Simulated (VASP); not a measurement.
# PbO2 (P1) in VASP: further runs

Runs on PbO2. Level: PBE. Tasks: single point.

Everything below comes from runs of VASP 6.6.1. Logs are shortened: lines on timing, memory, paths and dates and some standing lists are left out, and cuts for length are marked.

## 1. The cell of the first run

The typed cell holds 3 atoms: a = 3.134 Å, b = 3.362 Å, c = 5.192 Å, α = 92.75°, β = 87.05°, γ = 119.57°.

## 2. Single point, PBE

Input file INCAR:

```
ALGO = Normal ; EDIFF = 1E-6
ENCUT = 600 ; GGA = PE
GGA_COMPAT = F ; ISIF = 2
ISMEAR = 0 ; LASPH = T
LCHARG = T ; LELF = T
LREAL = F ; LVHAR = T
LWAVE = F ; NBANDS = 20
NELM = 120 ; PREC = Accurate
SIGMA = 0.01
```

Input file KPOINTS:

```
k-points
0
Gamma
  3 3 3
```

Input file POSCAR:

```
PbO2
1.0
    3.1323340000     -0.0508030000      0.0807680000
   -1.6101640000      2.9508310000     -0.0790150000
    0.1318930000     -0.0728430000      5.1894620000
Pb O
1 2
Direct
    0.8367930000      0.2607780000      0.8661140000
    1.0727320000      0.9176430000      1.1045250000
    1.3347450000      0.5442500000      1.6692410000
```

Potentials or basis: VASP PAW PBE potentials, release 64 (Pb_d, O).

Run with:

```console
> cat potpaw_PBE.64/Pb_d/POTCAR potpaw_PBE.64/O/POTCAR > POTCAR
> mpirun -np 1 vasp_std > vasp.out
```

OUTCAR:

```text
EDIFF = 1E-6
   ENCUT = 600
   GGA = PE
   ISIF = 2
   ISMEAR = 0
   LASPH = T
   LREAL = F
   NELM = 120
   PREC = Accurate

 ion  position               nearest neighbor table
   1  0.837  0.261  0.866-   3 1.69   2 2.12   2 2.28   3 2.35   2 2.39   3 2.48
   2  0.073  0.918  0.105-   1 2.12   1 2.28   1 2.39
   3  0.335  0.544  0.669-   1 1.69   1 2.35   1 2.48

  LATTYP: Found a triclinic cell.
 ALAT       =     3.3624804933
 B/A-ratio  =     0.9740533559
 C/A-ratio  =     1.5439937433
 COS(alpha) =     0.0000815135
 COS(beta)  =     0.0479676241
 COS(gamma) =     0.5544772277

  Lattice vectors:

 A1 = (  -1.6101640000,   2.9508310000,  -0.0790150000)
 A2 = (   1.5221700000,   2.9000280000,   0.0017530000)
 A3 = (  -0.1318930000,   0.0728430000,  -5.1894620000)

Analysis of symmetry for initial positions (statically):
=====================================================================
 Subroutine PRICEL returns:
 Original cell was already a primitive cell.

 Routine SETGRP: Setting up the symmetry group for a
 triclinic supercell.

 Subroutine GETGRP returns: Found  1 space group operations
 (whereof  1 operations were pure point group operations)
 out of a pool of  2 trial point group operations.

The static configuration has the point symmetry C_1 .

Analysis of symmetry for dynamics (positions and initial velocities):
=====================================================================
 Subroutine PRICEL returns:
 Original cell was already a primitive cell.

 Routine SETGRP: Setting up the symmetry group for a
 triclinic supercell.

 Subroutine GETGRP returns: Found  1 space group operations
 (whereof  1 operations were pure point group operations)
 out of a pool of  2 trial point group operations.

The dynamic configuration has the point symmetry C_1 .

 Subroutine INISYM returns: Found  1 space group operations
 (whereof  1 operations are pure point group operations),
 and found     1 'primitive' translations

----------------------------------------------------------------------------------------

                                     Primitive cell

  volume of cell :      47.5022

  direct lattice vectors                    reciprocal lattice vectors
     3.132334000 -0.050803000  0.080768000     0.322247785  0.175685933 -0.005724049
    -1.610164000  2.950831000 -0.079015000     0.005426212  0.341973322  0.004662272
     0.131893000 -0.072843000  5.189462000    -0.004932796  0.002472553  0.192858279

  length of vectors
     3.133786959  3.362480493  5.191648844     0.367072127  0.342048145  0.192937196

  position of ions in fractional coordinates (direct lattice)
     0.836793000  0.260778000  0.866114000
     0.072732000  0.917643000  0.104525000
     0.334745000  0.544250000  0.669241000

  ion indices of the primitive-cell ions
   primitive index   ion index
                 1           1
                 2           2
                 3           3

----------------------------------------------------------------------------------------

 KPOINTS: k-points

Automatic generation of k-mesh.
 Grid dimensions read from file:
 generate k-points for:    3    3    3

 Generating k-lattice:

  Cartesian coordinates                     Fractional coordinates (reciprocal lattice)
     0.107415928  0.058561978 -0.001908016     0.333333333 -0.000000000  0.000000000
     0.001808737  0.113991107  0.001554091    -0.000000000  0.333333333  0.000000000
    -0.001644265  0.000824184  0.064286093     0.000000000  0.000000000  0.333333333

  Length of vectors
     0.122357376  0.114016048  0.064312399

  Shift w.r.t. Gamma in fractional coordinates (k-lattice)
     0.000000000  0.000000000  0.000000000

 Subroutine IBZKPT returns following result:
 ===========================================

 Found     14 irreducible k-points:

 Following reciprocal coordinates:
            Coordinates               Weight
  0.000000  0.000000  0.000000      1.000000
  0.333333 -0.000000  0.000000      2.000000
  0.000000  0.333333  0.000000      2.000000
[... 41 lines left out ...]

 number of electron      25.9999999 magnetization

 Free energy of the ion-electron system (eV)
  ---------------------------------------------------
  ext. energy  EPLUGINS =         0.00000000
  ---------------------------------------------------
  free energy    TOTEN  =       -12.70320209 eV

  energy without entropy =      -12.70320209  energy(sigma->0) =      -12.70320209

 E-fermi :   2.8671     XC(G=0):  -9.7039

 val. band max:        2.7832948094   @ k =   0.0000   0.0000   0.0000
 cond. band min:       3.8754240675   @ k =   0.0000   0.0000   0.0000
 fundamental gap:      1.0921292581
 Fermi energy:         2.8671210512

 k-point     1 :       0.0000    0.0000    0.0000
  band No.  band energies     occupation
      1     -17.6754      2.00000
      2     -14.3797      2.00000
      3     -13.1144      2.00000
      4     -12.9590      2.00000
      5     -12.5334      2.00000
      6     -12.4196      2.00000
[... 12 lines left out ...]
     19      18.1442      0.00000
     20      20.0231      0.00000

 k-point     2 :       0.3333   -0.0000    0.0000
  band No.  band energies     occupation
      1     -17.5856      2.00000
      2     -14.3063      2.00000
      3     -12.7563      2.00000
      4     -12.6175      2.00000
      5     -12.5538      2.00000
      6     -12.4440      2.00000
[... 12 lines left out ...]
     19      15.2280      0.00000
     20      18.4872      0.00000

 k-point     3 :       0.0000    0.3333    0.0000
  band No.  band energies     occupation
      1     -17.5471      2.00000
      2     -14.4519      2.00000
      3     -13.1494      2.00000
      4     -12.6313      2.00000
      5     -12.4175      2.00000
      6     -12.0985      2.00000
[... 12 lines left out ...]
     19      17.2150      0.00000
     20      17.8638      0.00000

 k-point     4 :       0.3333    0.3333   -0.0000
  band No.  band energies     occupation
      1     -17.5551      2.00000
      2     -14.4732      2.00000
      3     -12.7549      2.00000
      4     -12.7313      2.00000
      5     -12.4619      2.00000
      6     -11.3405      2.00000
[... 199 lines left out ...]
 k-point    13 :       0.3333   -0.3333    0.3333
  band No.  band energies     occupation
      1     -17.6049      2.00000
      2     -14.3961      2.00000
      3     -13.0786      2.00000
      4     -12.6049      2.00000
      5     -12.4405      2.00000
      6     -12.0947      2.00000
[... 12 lines left out ...]
     19      16.2825      0.00000
     20      18.0677      0.00000

 k-point    14 :      -0.3333   -0.3333    0.3333
  band No.  band energies     occupation
      1     -17.5556      2.00000
      2     -14.4747      2.00000
      3     -12.7552      2.00000
      4     -12.7311      2.00000
      5     -12.4597      2.00000
      6     -11.3347      2.00000
[... 12 lines left out ...]
     19      16.1842      0.00000
     20      17.2434      0.00000

------------------------ aborting loop because EDIFF is reached ----------------------------------------

  FORCE on cell =-STRESS in cart. coord.  units (eV):
  Direction    XX          YY          ZZ          XY          YZ          ZX
  --------------------------------------------------------------------------------------
  -------------------------------------------------------------------------------------
  Total       14.0289126      8.5577321      8.0051180      6.1645246     -6.9571019     -8.1783937
  in kB      473.1742755    288.6395250    270.0006784    207.9202102   -234.6526591   -275.8450090
  external PRESSURE =     343.9381596 kB  Pullay stress =       0.0000000 kB

 VOLUME and BASIS-vectors are now :
 -----------------------------------------------------------------------------
  energy-cutoff  :      600.00
  volume of cell :       47.50
      direct lattice vectors                 reciprocal lattice vectors
     3.132334000 -0.050803000  0.080768000     0.322247785  0.175685933 -0.005724049
    -1.610164000  2.950831000 -0.079015000     0.005426212  0.341973322  0.004662272
     0.131893000 -0.072843000  5.189462000    -0.004932796  0.002472553  0.192858279

 POSITION                                       TOTAL-FORCE (eV/Angst)
 -----------------------------------------------------------------------------------
      2.31545      0.66391      4.54165       -11.028088     -7.115370      9.261450
     -1.23595      2.69650      0.47580         1.233377      0.112890     -0.583154
      0.26047      1.54023      3.45703         9.794711      7.002480     -8.678296
 -----------------------------------------------------------------------------------
    total drift:                               -0.000454      0.000083      0.000085

  FREE ENERGIE OF THE ION-ELECTRON SYSTEM (eV)
  ---------------------------------------------------
  free  energy   TOTEN  =       -12.7032020928 eV

  energy  without entropy=      -12.7032020928  energy(sigma->0) =      -12.70320209
```

Run time: 23 s. Hardware: 1 thread of Intel Xeon 6975P-C, shared host; peak memory 0.18 GiB.

What came out:

| Item | Value |
| --- | --- |
| Free energy | -12.7032 eV |
| Pressure | 34.4 GPa |
| Largest force | 16.063 eV/Å |
| Band gap on the k mesh | 1.09 eV, direct |

Forces in eV/Å, atoms in the order of the input:
```
Pb  -11.028  -7.115   9.261
O     1.233   0.113  -0.583
O     9.795   7.002  -8.678
```

Stress tensor (GPa, compression positive):
```
 47.32  20.79 -27.58
 20.79  28.86 -23.47
-27.58 -23.47  27.00
```

Levels at points of the mesh, in eV from the valence-band top:
| k point | band 11 | band 12 | band 13 | band 14 | band 15 | band 16 |
| --- | --- | --- | --- | --- | --- | --- |
| (0.00, 0.00, 0.00) | -0.80 | -0.65 | 0.00 | 1.09 | 5.65 | 10.32 |

Caveat: the k points lie up to 0.77 Å⁻¹ apart; spin-orbit coupling is left out, which moves the levels of the heavy elements; forces of over 1 eV/Å act on the atoms, so gaps and moduli don't describe the material at rest.

## 3. Single point, PBE

This run uses another cell than the first one, of 16.78 Å³/atom, 1.060 times its volume.

Input file INCAR:

```
SYSTEM = PbO2
ALGO     = Normal         ! electronic algorithm
EDIFF    = 1E-6           ! SCF threshold, eV
ENCUT    = 600            ! plane-wave cutoff, eV
GGA      = PE             ! functional
GGA_COMPAT= .FALSE.      
ISIF     = 2              ! what is computed and relaxed
ISMEAR   = 0              ! smearing method
LASPH    = .TRUE.         ! aspherical terms in the spheres
LCHARG   = .FALSE.        ! write CHGCAR
LREAL    = .FALSE.        ! projectors in reciprocal space
LWAVE    = .FALSE.        ! write WAVECAR
NBANDS   = 20             ! bands
NELM     = 120            ! most SCF steps
PREC     = Accurate       ! precision mode
SIGMA    = 0.01           ! smearing width, eV
```

Input file KPOINTS:

```
k-points
0
G
  2 2 2
  0 0 0
```

Input file POSCAR:

```
PbO2
1.0
    3.1937679100     -0.0517993900      0.0823520900
   -1.6417438600      3.0087051200     -0.0805647100
    0.1344797900     -0.0742716600      5.2912420000
Pb O
1 2
Direct
    0.8367930000      0.2607780000      0.8661140000
    1.0727320000      0.9176430000      1.1045250000
    1.3347450000      0.5442500000      1.6692410000
```

Potentials or basis: VASP PAW PBE potentials, release 64 (Pb_d, O).

Run with:

```console
> cat potpaw_PBE.64/Pb_d/POTCAR potpaw_PBE.64/O/POTCAR > POTCAR
> mpirun -np 1 vasp_std > vasp.out
```

Run time: 6.7 s. Hardware: 1 thread of Intel Xeon 6975P-C (Granite Rapids), shared host; peak memory 0.17 GiB.

Results (log left out):

```yaml
Free_energy: -12.6820 eV
Pressure: 25.4 GPa
Largest_force: 13.794 eV/Å
Band_gap_on_the_k_mesh: 0.89 eV, direct
```

Forces on the atoms (eV/Å):
```
Pb  -9.344 -6.006  8.178
O    1.060  0.192 -1.152
O    8.284  5.814 -7.026
```

Stress tensor (GPa, compression positive):
```
 37.38  16.57 -22.30
 16.57  20.96 -18.24
-22.30 -18.24  17.82
```

Levels at points of the mesh, in eV from the valence-band top:
```csv
k point,band 9,band 10,band 11,band 12,band 13,band 14,band 15,band 16,band 17,band 18
"(0.00, 0.00, 0.00)",-1.52,-1.09,-0.74,-0.55,0.00,0.89,5.40,9.95,10.30,13.44
"(0.50, 0.00, 0.00)",-3.32,-2.82,-2.23,-0.46,-0.11,3.40,6.08,9.54,10.87,11.23
"(0.00, 0.50, 0.00)",-4.02,-2.06,-1.46,-0.75,-0.24,3.14,6.71,9.38,10.87,11.53
"(0.50, 0.50, 0.00)",-4.18,-2.58,-1.29,-0.62,-0.24,2.93,6.14,9.07,10.92,11.76
"(0.00, 0.00, 0.50)",-1.56,-1.37,-0.95,-0.61,-0.09,1.71,5.09,10.02,11.04,13.48
"(0.50, 0.00, 0.50)",-3.50,-2.77,-2.02,-0.54,-0.26,3.45,6.23,9.33,11.00,11.30
"(0.00, 0.50, 0.50)",-4.23,-1.85,-1.27,-0.76,-0.16,2.96,6.56,9.05,10.81,12.20
"(0.50, 0.50, 0.50)",-4.34,-2.51,-0.98,-0.72,-0.21,2.77,6.09,8.90,10.92,12.16
```

Caveat: the k points lie up to 1.13 Å⁻¹ apart; spin-orbit coupling is left out, which moves the levels of the heavy elements; forces of over 1 eV/Å act on the atoms, so gaps and moduli don't describe the material at rest. Expect the measured gap to be larger: semilocal functionals such as PBE lack the derivative discontinuity.

## 4. Single point, PBE

This run uses another cell than the first one, of 14.88 Å³/atom, 0.940 times its volume.

Input file INCAR:

```
ALGO = Normal
EDIFF = 1E-6
ENCUT = 600
GGA = PE
GGA_COMPAT = F
ISIF = 2
ISMEAR = 0
LASPH = T
LCHARG = F
LREAL = F
LWAVE = F
NBANDS = 20
NELM = 120
PREC = Accurate
SIGMA = 0.01
```

Input file KPOINTS:

```
k-points
0
Gamma
  3 3 3
```

Input file POSCAR:

```
PbO2
1.0
    3.0683908700     -0.0497659100      0.0791192100
   -1.5772942900      2.8905930600     -0.0774020000
    0.1292005500     -0.0713559900      5.0835248900
Pb O
1 2
Direct
    0.8367930000      0.2607780000      0.8661140000
    1.0727320000      0.9176430000      1.1045250000
    1.3347450000      0.5442500000      1.6692410000
```

Run with:

```console
> cat potpaw_PBE.64/Pb_d/POTCAR potpaw_PBE.64/O/POTCAR > POTCAR
> mpirun -np 1 vasp_std > vasp.out
```

It took 12 s on 1 thread of Intel Xeon 6975P-C (Granite Rapids), shared host; peak memory 0.17 GiB.

It converged, with:

```yaml
Free_energy: -11.9633 eV
Pressure: 48.8 GPa
Largest_force: 18.686 eV/Å
Band_gap_on_the_k_mesh: 1.27 eV, direct
```

Forces in eV/Å, atoms in the order of the input:
```
Pb  -13.017  -8.316  10.515
O     1.500   0.031   0.114
O    11.516   8.285 -10.629
```

Stress tensor (GPa, compression positive):
```
 64.89  25.67 -33.42
 25.67  43.26 -29.47
-33.42 -29.47  38.37
```

Levels at points of the mesh, in eV from the valence-band top:
```tsv
k point	band 10	band 11	band 12	band 13	band 14	band 15	band 16	band 17
(0.00, 0.00, 0.00)	-1.44	-0.87	-0.75	0.00	1.27	5.83	10.62	11.35
```

Caveat: the k points lie up to 0.78 Å⁻¹ apart; spin-orbit coupling is left out, which moves the levels of the heavy elements; forces of over 1 eV/Å act on the atoms, so gaps and moduli don't describe the material at rest. A hybrid or GW would open this gap; PBE tends to underestimate it.

## 5. Single point, PBE

This run uses another cell than the first one, of 14.88 Å³/atom, 0.940 times its volume.

Input file INCAR:

```
SYSTEM = PbO2
ALGO = Normal
EDIFF = 1E-6
ENCUT = 600
GGA = PE
GGA_COMPAT = .False.
ISIF = 2
ISMEAR = 0
LASPH = .True.
LCHARG = .True.
LELF = .True.
LREAL = .False.
LVHAR = .True.
LWAVE = .False.
NBANDS = 20
NELM = 120
PREC = Accurate
SIGMA = 0.01
```

Input file KPOINTS:

```
k-points
0
Gamma
  3 3 3
  0 0 0
```

POSCAR is that of step 4.

Run with:

```console
> cat potpaw_PBE.64/Pb_d/POTCAR potpaw_PBE.64/O/POTCAR > POTCAR
> mpirun -np 1 vasp_std > vasp.out
```

Wall time 11 s (1 thread of Intel Xeon 6975P-C (Granite Rapids), shared host); peak memory 0.18 GiB.

The run converged. Its results:

* Free energy: -11.9633 eV
* Pressure: 48.8 GPa
* Largest force: 18.686 eV/Å
* Band gap on the k mesh: 1.27 eV, direct

Forces in eV/Å, atoms in the order of the input:
```
Pb  -13.017  -8.316  10.515
O     1.500   0.031   0.114
O    11.516   8.285 -10.629
```

Stress tensor (GPa, compression positive):
```
 64.89  25.67 -33.42
 25.67  43.26 -29.47
-33.42 -29.47  38.37
```

Levels at points of the mesh, in eV from the valence-band top:
```tsv
k point	band 10	band 11	band 12	band 13	band 14	band 15	band 16	band 17
(0.00, 0.00, 0.00)	-1.44	-0.87	-0.75	0.00	1.27	5.83	10.62	11.35
```

Caveat: the k points lie up to 0.78 Å⁻¹ apart; spin-orbit coupling is left out, which moves the levels of the heavy elements; forces of over 1 eV/Å act on the atoms, so gaps and moduli don't describe the material at rest. A hybrid or GW would open this gap; PBE tends to underestimate it.

## 6. Single point, PBE

Input file INCAR:

```
SYSTEM = PbO2
PREC = Accurate ; ENCUT = 600
EDIFF = 1E-6 ; ISMEAR = 0
SIGMA = 0.01 ; LREAL = .False.
LASPH = .True. ; NELM = 120
ALGO = Normal ; ISIF = 2
LWAVE = .False. ; LCHARG = .False.
GGA = PE ; NBANDS = 20
GGA_COMPAT = .False.
```

Input file KPOINTS:

```
Automatic mesh
0
Gamma
  3 3 3
  0 0 0
```

Input file POSCAR:

```
PbO2
1.0
    3.1323340000     -0.0508030000      0.0807680000
   -1.6101640000      2.9508310000     -0.0790150000
    0.1318930000     -0.0728430000      5.1894620000
Pb O
1 2
Direct
    0.8367930000      0.2607780000      0.8661140000
    1.0727320000      0.9176430000      1.1045250000
    1.3347450000      0.5442500000      1.6692410000
```

Potentials or basis: VASP PAW PBE potentials, release 64 (Pb_d, O).

Run with:

```console
> cat potpaw_PBE.64/Pb_d/POTCAR potpaw_PBE.64/O/POTCAR > POTCAR
> mpirun -np 1 vasp_std > vasp.out
```

It took 9.5 s on 1 thread of Intel Xeon 6975P-C (Granite Rapids), shared host; peak memory 0.17 GiB.

Results (log left out):

- Free energy: -12.7032 eV
- Pressure: 34.4 GPa
- Largest force: 16.063 eV/Å
- Band gap on the k mesh: 1.09 eV, direct

Forces on the atoms (eV/Å):
```
Pb  -11.028  -7.115   9.261
O     1.233   0.113  -0.583
O     9.795   7.002  -8.678
```

Stress tensor (GPa, compression positive):
```
 47.32  20.79 -27.58
 20.79  28.86 -23.47
-27.58 -23.47  27.00
```

Levels at points of the mesh, in eV from the valence-band top:
```csv
k point,band 11,band 12,band 13,band 14,band 15,band 16
"(0.00, 0.00, 0.00)",-0.80,-0.65,0.00,1.09,5.65,10.32
```

Caveat: the k points lie up to 0.77 Å⁻¹ apart; spin-orbit coupling is left out, which moves the levels of the heavy elements; forces of over 1 eV/Å act on the atoms, so gaps and moduli don't describe the material at rest.

## 7. The runs side by side

```tsv
cell	k mesh	gap on the mesh (eV)	pressure (GPa)	largest force (eV/Å)
a = 3.134, b = 3.362, c = 5.192 Å, angles 92.7, 87.1, 119.6°, 3 atoms	3 × 3 × 3	1.09	34.4	16.06
a = 3.195, b = 3.428, c = 5.293 Å, angles 92.7, 87.1, 119.6°, 3 atoms	2 × 2 × 2	0.89	25.4	13.79
a = 3.070, b = 3.294, c = 5.086 Å, angles 92.7, 87.1, 119.6°, 3 atoms	3 × 3 × 3	1.27	48.8	18.69
```

Alike in all rows: task single point; level PBE; potentials or basis VASP PAW PBE potentials, release 64 (Pb_d, O); no spin polarisation; cutoff (eV) 600; smearing gaussian 0.01 eV.

Caveats: all runs use coarse meshes; spin-orbit coupling is left out, which moves the levels of the heavy elements; forces of over 1 eV/Å act on the atoms, so gaps and moduli don't describe the material at rest.

Total energies depend on the potentials used, so only differences within one code and one set of settings carry meaning.
